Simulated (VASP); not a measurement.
C, 2 atoms in the cell. It takes space group Fd-3m (No. 227, cubic). Conventional cell: a = 3.572 Å, b = 3.572 Å, c = 3.572 Å, α = 90.00°, β = 90.00°, γ = 90.00°. Within 2.1 Å of C (site symmetry -43m) lie 4 C at 1.55 Å. 

```yaml
Program: VASP 6.6.1
Task: single point
Functional: PBE
Potentials_or_basis: VASP PAW PBE potentials, release 64 (C)
Cutoff: 520 eV
k_mesh: 18 × 18 × 18
Occupations: fermi-dirac, width 0.0612256 eV
Spin: no spin polarisation
Dipole_correction: no
Further_INCAR_settings: ALGO = Normal; EDIFF = 1e-07; NBANDS = 11
```

Potentials or basis: VASP PAW PBE potentials, release 64 (C).

Run with:

```bash
$ cat potpaw_PBE.64/C/POTCAR > POTCAR
$ mpirun -np 1 vasp_std > vasp.out
```

Hardware: 1 thread of Intel Xeon 8259CL (shared host).

Estimate the wall time of this run.

It took 38 s on 1 thread of Intel Xeon 8259CL, on a shared host, peak memory 0.13 GiB. Counts: scf iterations 11, k points 195.
